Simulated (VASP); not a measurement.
Write the native input for VASP 6.6.1 that does the following.

| Property | Result |
| --- | --- |
| Task | single point |
| Functional | LDA |
| Potentials or basis | VASP PAW LDA potentials, release 64 (Pd) |
| Cutoff | 520 eV |
| k mesh | 16 × 16 × 16 |
| Occupations | methfessel-paxton, width 0.1 eV |
| Spin | no spin polarisation |
| Dipole correction | no |
| Further INCAR settings | ALGO = Normal; EDIFF = 1e-06; NBANDS = 11 |

The structure of Pd lies in POSCAR:

```
Pd
1.0
    2.4939628740      0.0000000000      0.0000000000
    0.0000000000      2.4939628740      0.0000000000
    0.0000000000      0.0000000000      2.4939628740
Pd
1
Direct
    0.0000000000      0.0000000000      0.0000000000
```

The input as run:

INCAR

```
SYSTEM = Pd
  ALGO = Normal
  EDIFF = 1E-6
  ENCUT = 520
  GGA = CA
  ISIF = 2
  ISMEAR = 1
  LASPH = .True.
  LCHARG = .False.
  LREAL = .False.
  LWAVE = .False.
  NBANDS = 11
  NELM = 100
  PREC = Accurate
  SIGMA = 0.1
```

KPOINTS

```
k-points
0
Gamma
  16 16 16
  0 0 0
```

Potentials or basis: VASP PAW LDA potentials, release 64 (Pd).

The run is started by

```sh
$ cat potpaw_LDA.64/Pd/POTCAR > POTCAR
$ mpirun -np 1 vasp_std > vasp.out
```

Results of the run:

| Item | Value |
| --- | --- |
| Pressure | 10.0 GPa |
| Band gap on the k mesh | zero (band 5 reaches 10.62 eV, above the bottom of band 6 at 8.29 eV) |

It took 9.4 s on 1 thread of Intel(R) Xeon(R) 6975P-C (Granite Rapids), with other jobs on the host, peak memory 0.14 GiB.
